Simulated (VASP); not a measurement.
Input of a VASP 6.6.1 run:

INCAR

```
PREC = Accurate
ENCUT = 500
EDIFF = 1E-8
ISMEAR = 0
SIGMA = 0.01
LREAL = False
LASPH = True
NELM = 120
ALGO = Normal
ISIF = 2
LWAVE = False
LCHARG = False
GGA = PE
NBANDS = 18
IBRION = 8
NSW = 1
GGA_COMPAT = False
```

The input KPOINTS:

```
regular mesh
0
Gamma
  10 10 6
```

File POSCAR:

```
Te2Pt
1.0
    3.5379512159     -2.0445594460      0.1534797328
    3.5379512159      2.0445594460      0.1534797328
   -0.2335603157      0.0000000000      5.3820257171
Te Pt
2 1
Direct
    0.8333348175      0.8333348175      0.2528178056
    0.1666651825      0.1666651825      0.7471821944
    0.5000000000      0.5000000000      0.0000000000
```

Potentials or basis: VASP PAW PBE potentials, release 64 (Te, Pt).

The run is started by

```console
$ cat potpaw_PBE.64/Te/POTCAR potpaw_PBE.64/Pt/POTCAR > POTCAR
$ mpirun -np 1 vasp_std > vasp.out
```

(1) What does it give for the highest phonon frequency at Γ, LO-TO splitting left out?

## Answers

(1) 161 cm⁻¹.
